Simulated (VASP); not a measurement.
Input of a VASP 6.6.1 run:

INCAR

```
PREC = Accurate ; ENCUT = 600
EDIFF = 1E-7 ; ISMEAR = 0
SIGMA = 0.1 ; LREAL = F
LASPH = T ; NELM = 100
ALGO = Fast ; ISIF = 3
LWAVE = F ; LCHARG = F
GGA = PS ; IBRION = 2
NSW = 80 ; EDIFFG = -0.015
```

Contents of KPOINTS:

```
Automatic mesh
0
Gamma
  6 6 6
```

File POSCAR:

```
Cu
1.0
    0.0000000000      3.5634123785     -3.5634123785
   -3.5634123785      0.0000000000     -3.5634123785
   -3.5634123785      3.5634123785      0.0000000000
Cu
8
Direct
    0.5000000000      0.5000000000      0.0000000000
    0.0000000000      0.5000000000      0.0000000000
    0.5000000000      0.0000000000      0.0000000000
    0.0000000000      0.0000000000      0.0000000000
    0.5000000000      0.5000000000      0.5000000000
    0.0000000000      0.5000000000      0.5000000000
    0.5000000000      0.0000000000      0.5000000000
    0.0000000000      0.0000000000      0.5000000000
```

Potentials or basis: VASP PAW PBE potentials, release 64 (Cu).

Command:

```sh
$ cat potpaw_PBE.64/Cu/POTCAR > POTCAR
$ mpirun -np 1 vasp_std > vasp.out
```

Problem. What does it give for the relaxed cell?

Solution. a = 5.047 Å, b = 5.047 Å, c = 5.047 Å, α = 60.00°, β = 60.00°, γ = 60.00°.

Problem. Predict the relaxed volume.

Solution. 11.36 Å³/atom.

Problem. Estimate the band gap on the k mesh.

Solution. Zero (bands 44 and 45 overlap by 2.11 eV).

Problem. Predict the space group after relaxing (to 0.1 Å).

Solution. Fm-3m (No. 225).

Final structure:
```
Cu
1.0
     0.00000    3.56846   -3.56846
    -3.56846    0.00000   -3.56846
    -3.56846    3.56846    0.00000
Cu
8
Direct
  0.50000 0.50000 0.00000
  0.00000 0.50000 0.00000
  0.50000 0.00000 0.00000
  0.00000 0.00000 0.00000
  0.50000 0.50000 0.50000
  0.00000 0.50000 0.50000
  0.50000 0.00000 0.50000
  0.00000 0.00000 0.50000
```

Caveat: the PAW data sets were made with another functional, which shifts forces and pressure a little.
